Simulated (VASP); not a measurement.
Wanted: the native input for a VASP 6.6.1 run.

```yaml
Task: single point
Functional: r2SCAN
Potentials_or_basis: VASP PAW PBE potentials, release 64 (Ga_d, Co)
Cutoff: 520 eV
k_mesh: 9 × 9 × 9
Occupations: tetrahedron
Spin: collinear spin, ferromagnetic start
Starting_moments: "[0.0, 2.0] μB"
Hubbard_terms: Co d U = 6.2 eV
Dipole_correction: no
Further_INCAR_settings: ALGO = Normal; EDIFF = 1e-06; NBANDS = 22
```

GaCo:

```
CELL_PARAMETERS angstrom
2.85868 0.00000 0.00000
0.00000 2.85868 0.00000
0.00000 0.00000 2.85868
ATOMIC_POSITIONS crystal
Ga 0.50000 0.50000 0.50000
Co 0.00000 0.00000 0.00000
```

One way to write it, as run:

POSCAR

```
GaCo
1.0
    2.8586839818      0.0000000000      0.0000000000
    0.0000000000      2.8586839818      0.0000000000
    0.0000000000      0.0000000000      2.8586839818
Ga Co
1 1
Direct
    0.5000000000      0.5000000000      0.5000000000
    0.0000000000      0.0000000000      0.0000000000
```

INCAR.step1

```
SYSTEM = GaCo
  PREC = Accurate
  ENCUT = 520
  ISMEAR = -5
  SIGMA = 0.1
  LREAL = .False.
  LASPH = .True.
  NELM = 150
  ISPIN = 2
  MAGMOM = 0 2
  LMAXMIX = 4
  LDAU = .True.
  LDAUTYPE = 2
  LDAUL = -1 2
  LDAUU = 0 6.2
  LDAUJ = 0 0
  NBANDS = 22
  GGA = PE
  ALGO = Normal
  EDIFF = 1E-4
  LWAVE = .True.
  LCHARG = .False.
```

INCAR.step2

```
SYSTEM = GaCo
  PREC = Accurate
  ENCUT = 520
  EDIFF = 1E-6
  ISMEAR = -5
  SIGMA = 0.1
  LREAL = .False.
  LASPH = .True.
  NELM = 150
  ALGO = Normal
  ISIF = 2
  LWAVE = .False.
  LCHARG = .True.
  ISPIN = 2
  MAGMOM = 0 2
  LORBIT = 11
  LMAXMIX = 4
  LDAU = .True.
  LDAUTYPE = 2
  LDAUL = -1 2
  LDAUU = 0 6.2
  LDAUJ = 0 0
  LDAUPRINT = 1
  METAGGA = R2SCAN
  LMIXTAU = .True.
  LELF = .True.
  LVHAR = .True.
  NBANDS = 22
  ISTART = 1
```

KPOINTS

```
Automatic mesh
0
Gamma
  9 9 9
  0 0 0
```

Potentials or basis: VASP PAW PBE potentials, release 64 (Ga_d, Co).

Run with:

```bash
$ cat potpaw_PBE.64/Ga_d/POTCAR potpaw_PBE.64/Co/POTCAR > POTCAR
$ cp INCAR.step1 INCAR
$ mpirun -np 1 vasp_std > vasp.out
$ cp INCAR.step2 INCAR
$ mpirun -np 1 vasp_std > vasp.out
```

Results of the run:

```
Pressure                                              : 27.4 GPa
Net moment                                            : 1.88 μB per cell
Site moments                                          : Ga -0.04; Co +1.93 μB
Valence electrons inside the program's atomic spheres : Ga 11.87; Co 8.49
```

Caveat: the PAW data sets were made with another functional, which shifts forces and pressure a little; the U is typed as a test and isn't derived for this compound; tetrahedron occupations give inexact forces and stress in metals.

Wall time 100 s on 1 thread of AMD EPYC 9R45 96-Core Processor (Zen 5), with other jobs on the host, peak memory 0.15 GiB.
